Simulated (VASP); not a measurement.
# Li (Im-3m) in VASP: notebook

The runs below take Li through single point, with revPBE+D3(BJ), SVWN5, LDA, PBEsol+D3(BJ).

All numbers are computed with VASP 6.6.1; they aren't measurements. Logs are shortened: lines on timing, memory, paths and dates and some standing lists are left out, and cuts for length are marked.

## 1. The cell of the first run

Symmetry: Im-3m, No. 229, cubic system. The conventional cell has a = 3.533 Å, b = 3.533 Å, c = 3.533 Å, α = 90.00°, β = 90.00°, γ = 90.00°. Within 4.0 Å of Li (site symmetry m-3m) lie 14 Li at 3.06 to 3.53 Å.

## 2. Single point, revPBE+D3(BJ)

INCAR

```
PREC = Accurate
ENCUT = 520
EDIFF = 1E-7
ISMEAR = -1
SIGMA = 0.05
LREAL = F
LASPH = T
NELM = 60
ALGO = Fast
ISIF = 2
LWAVE = F
LCHARG = F
GGA = RE
IVDW = 12
NBANDS = 8
```

KPOINTS

```
Automatic mesh
0
Gamma
  11 11 11
```

POSCAR

```
Li
1.0
   -1.7662705373      1.7662705373      1.7662705373
    1.7662705373     -1.7662705373      1.7662705373
    1.7662705373      1.7662705373     -1.7662705373
Li
1
Direct
    0.0000000000      0.0000000000      0.0000000000
```

Potentials or basis: VASP PAW PBE potentials, release 64 (Li_sv).

Launch:

```bash
$ cat potpaw_PBE.64/Li_sv/POTCAR > POTCAR
$ mpirun -np 1 vasp_std > vasp.out
```

OUTCAR:

```text
PREC = Accurate
   ENCUT = 520
   EDIFF = 1E-7
   ISMEAR = -1
   LREAL = F
   LASPH = T
   NELM = 60
   ISIF = 2
   GGA = RE
   IVDW = 12
 IVDW          = 12

 ion  position               nearest neighbor table
   1  0.000  0.000  0.000-

  LATTYP: Found a body centered cubic cell.
 ALAT       =     3.5325410746

  Lattice vectors:

 A1 = (  -1.7662705373,   1.7662705373,   1.7662705373)
 A2 = (   1.7662705373,  -1.7662705373,   1.7662705373)
 A3 = (   1.7662705373,   1.7662705373,  -1.7662705373)

Analysis of symmetry for initial positions (statically):
=====================================================================
 Subroutine PRICEL returns:
 Original cell was already a primitive cell.

 Routine SETGRP: Setting up the symmetry group for a
 body centered cubic supercell.

 Subroutine GETGRP returns: Found 48 space group operations
 (whereof 48 operations were pure point group operations)
 out of a pool of 48 trial point group operations.

The static configuration has the point symmetry O_h .

Analysis of symmetry for dynamics (positions and initial velocities):
=====================================================================
 Subroutine PRICEL returns:
 Original cell was already a primitive cell.

 Routine SETGRP: Setting up the symmetry group for a
 body centered cubic supercell.

 Subroutine GETGRP returns: Found 48 space group operations
 (whereof 48 operations were pure point group operations)
 out of a pool of 48 trial point group operations.

The dynamic configuration has the point symmetry O_h .

 Subroutine INISYM returns: Found 48 space group operations
 (whereof 48 operations are pure point group operations),
 and found     1 'primitive' translations

----------------------------------------------------------------------------------------

                                     Primitive cell

  volume of cell :      22.0410

  direct lattice vectors                    reciprocal lattice vectors
    -1.766270537  1.766270537  1.766270537     0.000000000  0.283082342  0.283082342
     1.766270537 -1.766270537  1.766270537     0.283082342  0.000000000  0.283082342
     1.766270537  1.766270537 -1.766270537     0.283082342  0.283082342  0.000000000

  length of vectors
     3.059270311  3.059270311  3.059270311     0.400338887  0.400338887  0.400338887

  position of ions in fractional coordinates (direct lattice)
     0.000000000  0.000000000  0.000000000

  ion indices of the primitive-cell ions
   primitive index   ion index
                 1           1

----------------------------------------------------------------------------------------

 KPOINTS: Automatic mesh

Automatic generation of k-mesh.
 Grid dimensions read from file:
 generate k-points for:   11   11   11

 Generating k-lattice:

  Cartesian coordinates                     Fractional coordinates (reciprocal lattice)
     0.000000000  0.025734758  0.025734758     0.090909091  0.000000000  0.000000000
     0.025734758  0.000000000  0.025734758     0.000000000  0.090909091  0.000000000
     0.025734758  0.025734758  0.000000000     0.000000000  0.000000000  0.090909091

  Length of vectors
     0.036394444  0.036394444  0.036394444

  Shift w.r.t. Gamma in fractional coordinates (k-lattice)
     0.000000000  0.000000000  0.000000000

 Subroutine IBZKPT returns following result:
 ===========================================

 Found     56 irreducible k-points:

 Following reciprocal coordinates:
            Coordinates               Weight
  0.000000  0.000000  0.000000      1.000000
  0.090909  0.000000  0.000000     12.000000
  0.181818  0.000000  0.000000     12.000000
  0.272727  0.000000  0.000000     12.000000
  0.363636  0.000000  0.000000     12.000000
  0.454545  0.000000  0.000000     12.000000
[... 16 lines left out ...]
  0.272727  0.181818  0.090909     48.000000
  0.363636  0.181818  0.090909     24.000000
 [... further k-points ...]
   k-points           NKPTS =     56   k-points in BZ     NKDIM =     56   number of bands    NBANDS=      8
   number of dos      NEDOS =    301   number of ions     NIONS =      1
   total plane-waves  NPLWV =  13824
   dimension x,y,z NGX =    24 NGY =   24 NGZ =   24
   dimension x,y,z NGXF=    48 NGYF=   48 NGZF=   48
   ions per type =               1
   NGX,Y,Z   is equivalent  to a cutoff of  13.04, 13.04, 13.04 a.u.
   NGXF,Y,Z  is equivalent  to a cutoff of  26.08, 26.08, 26.08 a.u.
 SYSTEM =  unknown system
   PREC   = accura    normal or accurate (medium, high low for compatibility)
   ISTART =      0    job   : 0-new  1-cont  2-samecut
   ICHARG =      2    charge: 1-file 2-atom 10-const
   ISPIN  =      1    spin polarized calculation?
   LNONCOLLINEAR =      F non collinear calculations
   LSORBIT =      F    spin-orbit coupling
   LASPH  =      T    aspherical Exc in radial PAW
   ENCUT  =  520.0 eV  38.22 Ry    6.18 a.u.   5.69  5.69  5.69*2*pi/ulx,y,z
   NELM   =     60;   NELMIN=  2; NELMDL= -5     # of ELM steps
[... 116 lines left out ...]
      5      11.7963      0.00000
      6      13.4263      0.00000
      7      16.5578      0.00000
      8      21.6625      0.00000

 k-point     7 :       0.0909    0.0909    0.0000
  band No.  band energies     occupation
      1     -46.3549      2.00000
      2      -2.5398      2.00000
      3      12.1298      0.00000
      4      12.2291      0.00000
      5      13.3603      0.00000
      6      16.5506      0.00000
      7      16.7977      0.00000
      8      18.7185      0.00000

 k-point     8 :       0.1818    0.0909    0.0000
  band No.  band energies     occupation
      1     -46.3516      2.00000
      2      -1.9294      2.00000
      3       9.4373      0.00000
      4      11.0877      0.00000
      5      12.4104      0.00000
      6      16.2078      0.00000
      7      16.4405      0.00000
      8      19.0372      0.00000

 k-point     9 :       0.2727    0.0909    0.0000
  band No.  band energies     occupation
      1     -46.3480      2.00000
      2      -1.0236      2.00000
      3       6.8235      0.00000
      4      10.2408      0.00000
      5      11.6179      0.00000
      6      15.5810      0.00000
      7      16.5714      0.00000
      8      19.8128      0.00000

 k-point    10 :       0.3636    0.0909    0.0000
  band No.  band energies     occupation
      1     -46.3452      2.00000
      2       0.1061      1.99909
      3       4.6320      0.00000
      4       9.7186      0.00000
      5      11.1115      0.00000
      6      15.1215      0.00000
      7      16.8402      0.00000
      8      20.9151      0.00000
[... 78 lines left out ...]
 k-point    18 :       0.1818    0.0909    0.0909
  band No.  band energies     occupation
      1     -46.3492      2.00000
      2      -1.3212      2.00000
      3       8.1679      0.00000
      4       9.7887      0.00000
      5      10.4778      0.00000
      6      17.4799      0.00000
      7      17.7073      0.00000
      8      20.4396      0.00000

 k-point    19 :       0.2727    0.0909    0.0909
  band No.  band energies     occupation
      1     -46.3462      2.00000
      2      -0.2776      2.00000
      3       5.7357      0.00000
      4       9.0515      0.00000
      5       9.9141      0.00000
      6      17.3065      0.00000
      7      17.9910      0.00000
      8      21.1236      0.00000

 k-point    20 :       0.3636    0.0909    0.0909
  band No.  band energies     occupation
      1     -46.3444      2.00000
      2       0.8664      0.00110
      3       3.8821      0.00000
      4       8.6779      0.00000
      5       9.6270      0.00000
      6      17.1020      0.00000
      7      18.1887      0.00000
      8      22.2382      0.00000

 k-point    21 :      -0.0909    0.0909    0.0909
  band No.  band energies     occupation
      1     -46.3557      2.00000
      2      -2.6919      2.00000
      3      12.9402      0.00000
      4      12.9402      0.00000
      5      13.7970      0.00000
      6      15.8938      0.00000
      7      18.0596      0.00000
      8      18.0597      0.00000

 k-point    22 :       0.1818    0.1818    0.0909
  band No.  band energies     occupation
      1     -46.3466      2.00000
      2      -0.4097      2.00000
      3       6.7376      0.00000
      4       7.8715      0.00000
      5       9.7637      0.00000
      6      18.5457      0.00000
      7      18.7255      0.00000
      8      21.4743      0.00000

 k-point    23 :       0.2727    0.1818    0.0909
  band No.  band energies     occupation
      1     -46.3445      2.00000
      2       0.7633      0.00860
      3       4.7832      0.00000
      4       7.0858      0.00000
      5       9.3759      0.00000
      6      18.9257      0.00000
      7      19.5028      0.00000
      8      22.3203      0.00000

 k-point    24 :       0.3636    0.1818    0.0909
  band No.  band energies     occupation
      1     -46.3438      2.00000
      2       1.6750      0.00000
      3       3.5563      0.00000
      4       6.8701      0.00000
      5       9.2477      0.00000
      6      18.9619      0.00000
      7      19.8922      0.00000
      8      23.0717      0.00000

 [... further k-points ...]

------------------------ aborting loop because EDIFF is reached ----------------------------------------

 Edisp (eV)   -0.30394

 E8    (eV) :    -0.2094

  FORCE on cell =-STRESS in cart. coord.  units (eV):
  Direction    XX          YY          ZZ          XY          YZ          ZX
  --------------------------------------------------------------------------------------
  -------------------------------------------------------------------------------------
  Total      -0.36811    -0.36811    -0.36811     0.00000     0.00000     0.00000
  in kB     -26.75811   -26.75811   -26.75811     0.00000     0.00000     0.00000
  external pressure =      -26.76 kB  Pullay stress =        0.00 kB

 VOLUME and BASIS-vectors are now :
 -----------------------------------------------------------------------------
  energy-cutoff  :      520.00
  volume of cell :       22.04
      direct lattice vectors                 reciprocal lattice vectors
    -1.766270537  1.766270537  1.766270537     0.000000000  0.283082342  0.283082342
     1.766270537 -1.766270537  1.766270537     0.283082342  0.000000000  0.283082342
     1.766270537  1.766270537 -1.766270537     0.283082342  0.283082342  0.000000000

 POSITION                                       TOTAL-FORCE (eV/Angst)
 -----------------------------------------------------------------------------------
      0.00000      0.00000      0.00000         0.000000     -0.000000     -0.000000
 -----------------------------------------------------------------------------------
    total drift:                               -0.000000      0.000000      0.000000

  FREE ENERGIE OF THE ION-ELECTRON SYSTEM (eV)
  ---------------------------------------------------
  free  energy   TOTEN  =        -2.1164700965 eV

  energy  without entropy=       -2.1127955636  energy(sigma->0) =       -2.11463283
```

It took 3.9 s on 1 thread of Intel Xeon 6975P-C (Granite Rapids), shared host; peak memory 0.14 GiB.

Results:

```
Free energy                : -2.1165 eV
Dispersion energy per atom : -0.304 eV
```

Levels at points of the mesh, in eV from the Fermi level:
| k point | band 1 | band 2 | band 3 | band 4 |
| --- | --- | --- | --- | --- |
| (0.00, 0.00, 0.00) | -46.85 | -3.49 | 13.95 | 13.95 |

Caveat: the cutoff is under 1.25 times the usual one of these potentials, so pressure, stress and relaxed cells hold a basis-set (Pulay) error; the PAW data sets were made with another functional, which shifts forces and pressure a little; pairwise dispersion overbinds metals, which lowers pressure and volume.

## 3. Single point, SVWN5

This run uses another cell than the first one, of 21.61 Å³/atom, 0.980 times its volume.

INCAR

```
ALGO     = Fast           # electronic algorithm
EDIFF    = 1E-6           # SCF threshold, eV
ENCUT    = 520            # plane-wave cutoff, eV
GGA      = VW             # functional
ISIF     = 2              # what is computed and relaxed
ISMEAR   = -1             # smearing method
LASPH    = True           # aspherical terms in the spheres
LCHARG   = True           # write CHGCAR
LELF     = True           # ELF
LREAL    = False          # projectors in reciprocal space
LVHAR    = True         
LWAVE    = False          # write WAVECAR
NBANDS   = 8              # bands
NELM     = 80             # most SCF steps
PREC     = Accurate       # precision mode
SIGMA    = 0.05           # smearing width, eV
```

KPOINTS

```
k-points
0
Gamma
  11 11 11
```

POSCAR

```
Li
1.0
   -1.7546500000      1.7546500000      1.7546500000
    1.7546500000     -1.7546500000      1.7546500000
    1.7546500000      1.7546500000     -1.7546500000
Li
1
Direct
    0.0000000000      0.0000000000      0.0000000000
```

Potentials or basis: VASP PAW PBE potentials, release 64 (Li_sv).

Launch:

```bash
$ cat potpaw_PBE.64/Li_sv/POTCAR > POTCAR
$ mpirun -np 1 vasp_std > vasp.out
```

Wall time 3.1 s (1 thread of Intel Xeon 6975P-C (Granite Rapids), shared host); peak memory 0.11 GiB.

It converged, with:

```
Free energy : -2.0296 eV
```

Levels at points of the mesh, in eV from the Fermi level:
```
           k point  band 1  band 2  band 3  band 4  band 5  band 6
(0.00, 0.00, 0.00)  -45.67   -3.44   13.56   13.56   13.56   18.57
```

Caveat: the cutoff is under 1.25 times the usual one of these potentials, so pressure, stress and relaxed cells hold a basis-set (Pulay) error; the PAW data sets were made with another functional, which shifts forces and pressure a little.

## 4. Single point, LDA

This run uses another cell than the first one, of 22.47 Å³/atom, 1.020 times its volume.

INCAR

```
PREC     = Accurate       # precision mode
ENCUT    = 520            # plane-wave cutoff, eV
EDIFF    = 1E-6           # SCF threshold, eV
ISMEAR   = -1             # smearing method
SIGMA    = 0.05           # smearing width, eV
LREAL    = F              # projectors in reciprocal space
LASPH    = T              # aspherical terms in the spheres
NELM     = 80             # most SCF steps
ALGO     = Normal         # electronic algorithm
ISIF     = 2              # what is computed and relaxed
LWAVE    = F              # write WAVECAR
LCHARG   = F              # write CHGCAR
GGA      = CA             # functional
NBANDS   = 8              # bands
```

KPOINTS

```
Automatic mesh
0
Gamma
  11 11 11
```

POSCAR

```
Li
1.0
   -1.7777401479      1.7777401479      1.7777401479
    1.7777401479     -1.7777401479      1.7777401479
    1.7777401479      1.7777401479     -1.7777401479
Li
1
Direct
    0.0000000000      0.0000000000      0.0000000000
```

Potentials or basis: VASP PAW LDA potentials, release 64 (Li_sv).

Launch:

```bash
$ cat potpaw_LDA.64/Li_sv/POTCAR > POTCAR
$ mpirun -np 1 vasp_std > vasp.out
```

Wall time 2.1 s (1 thread of Intel Xeon 6975P-C (Granite Rapids), shared host); peak memory 0.12 GiB.

The run converged. Its results:

```
Free energy : -2.0267 eV
```

Levels at points of the mesh, in eV from the Fermi level:
```
           k point  band 1  band 2  band 3  band 4  band 5
(0.00, 0.00, 0.00)  -45.84   -3.39   13.29   13.29   13.29
```

Caveat: the cutoff is under 1.25 times the usual one of these potentials, so pressure, stress and relaxed cells hold a basis-set (Pulay) error.

## 5. Single point, PBEsol+D3(BJ)

This run uses another cell than the first one, of 22.47 Å³/atom, 1.020 times its volume.

INCAR

```
SYSTEM = Li
ALGO = Fast
EDIFF = 1E-7
ENCUT = 520
GGA = PS
ISIF = 2
ISMEAR = -1
IVDW = 12
LASPH = .TRUE.
LCHARG = .FALSE.
LREAL = .FALSE.
LWAVE = .FALSE.
NBANDS = 8
NELM = 100
PREC = Accurate
SIGMA = 0.05
```

KPOINTS

```
k-points
0
G
  11 11 11
  0 0 0
```

POSCAR is that of step 4.

Potentials or basis: VASP PAW PBE potentials, release 64 (Li_sv).

Launch:

```bash
$ cat potpaw_PBE.64/Li_sv/POTCAR > POTCAR
$ mpirun -np 1 vasp_std > vasp.out
```

Wall time 3.9 s (1 thread of Intel Xeon 6975P-C (Granite Rapids), shared host); peak memory 0.14 GiB.

The run converged. Its results:

```yaml
Free_energy: -2.0960 eV
Dispersion_energy_per_atom: -0.134 eV
```

Levels at points of the mesh, in eV from the Fermi level:
```tsv
k point	band 1	band 2	band 3	band 4	band 5
(0.00, 0.00, 0.00)	-46.12	-3.44	13.58	13.58	13.58
```

Caveat: the cutoff is under 1.25 times the usual one of these potentials, so pressure, stress and relaxed cells hold a basis-set (Pulay) error; the PAW data sets were made with another functional, which shifts forces and pressure a little; pairwise dispersion overbinds metals, which lowers pressure and volume.

## 6. Single point, PBEsol+D3(BJ)

This run uses another cell than the first one, of 22.91 Å³/atom, 1.039 times its volume.

INCAR

```
SYSTEM = Li
ALGO = Normal
EDIFF = 1E-7
ENCUT = 520
GGA = PS
ISIF = 2
ISMEAR = -1
IVDW = 12
LASPH = .True.
LCHARG = .True.
LELF = .True.
LREAL = .False.
LVHAR = .True.
LWAVE = .False.
NBANDS = 8
NELM = 80
PREC = Accurate
SIGMA = 0.05
```

KPOINTS

```
k-points
0
Gamma
  11 11 11
  0 0 0
```

POSCAR

```
Li
1.0
   -1.7890636389      1.7890636389      1.7890636389
    1.7890636389     -1.7890636389      1.7890636389
    1.7890636389      1.7890636389     -1.7890636389
Li
1
Direct
    0.0000000000      0.0000000000      0.0000000000
```

Potentials or basis: VASP PAW PBE potentials, release 64 (Li_sv).

Launch:

```bash
$ cat potpaw_PBE.64/Li_sv/POTCAR > POTCAR
$ mpirun -np 1 vasp_std > vasp.out
```

It took 2.8 s on 1 thread of Intel Xeon 6975P-C (Granite Rapids), shared host; peak memory 0.13 GiB.

Results (log left out):

```
Free energy                : -2.0900 eV
Dispersion energy per atom : -0.131 eV
```

Levels at points of the mesh, in eV from the Fermi level:
| k point | band 1 | band 2 | band 3 | band 4 | band 5 | band 6 |
| --- | --- | --- | --- | --- | --- | --- |
| (0.00, 0.00, 0.00) | -46.15 | -3.41 | 13.40 | 13.40 | 13.40 | 17.87 |

Caveat: the cutoff is under 1.25 times the usual one of these potentials, so pressure, stress and relaxed cells hold a basis-set (Pulay) error; the PAW data sets were made with another functional, which shifts forces and pressure a little; pairwise dispersion overbinds metals, which lowers pressure and volume.

## 7. The runs side by side

| level | potentials or basis | cell | gap on the mesh (eV) |
| --- | --- | --- | --- |
| revPBE+D3(BJ) | VASP PAW PBE potentials, release 64 (Li_sv) | a = 3.059 Å, angles 109.5°, 1 atom | none |
| SVWN5 | VASP PAW PBE potentials, release 64 (Li_sv) | a = 3.039 Å, angles 109.5°, 1 atom | none |
| LDA | VASP PAW LDA potentials, release 64 (Li_sv) | a = 3.079 Å, angles 109.5°, 1 atom | none |
| PBEsol+D3(BJ) | VASP PAW PBE potentials, release 64 (Li_sv) | a = 3.079 Å, angles 109.5°, 1 atom | none |
| PBEsol+D3(BJ) | VASP PAW PBE potentials, release 64 (Li_sv) | a = 3.099 Å, angles 109.5°, 1 atom | none |

Alike in all rows: task single point; no spin polarisation; k mesh 11 × 11 × 11; cutoff (eV) 520; smearing fermi-dirac 0.05 eV.

Caveats: the cutoff is under 1.25 times the usual one of these potentials, so pressure, stress and relaxed cells hold a basis-set (Pulay) error; the PAW data sets were made with another functional, which shifts forces and pressure a little (some runs); pairwise dispersion overbinds metals, which lowers pressure and volume (some runs).

Absolute energies hang on the potentials; compare differences alone.
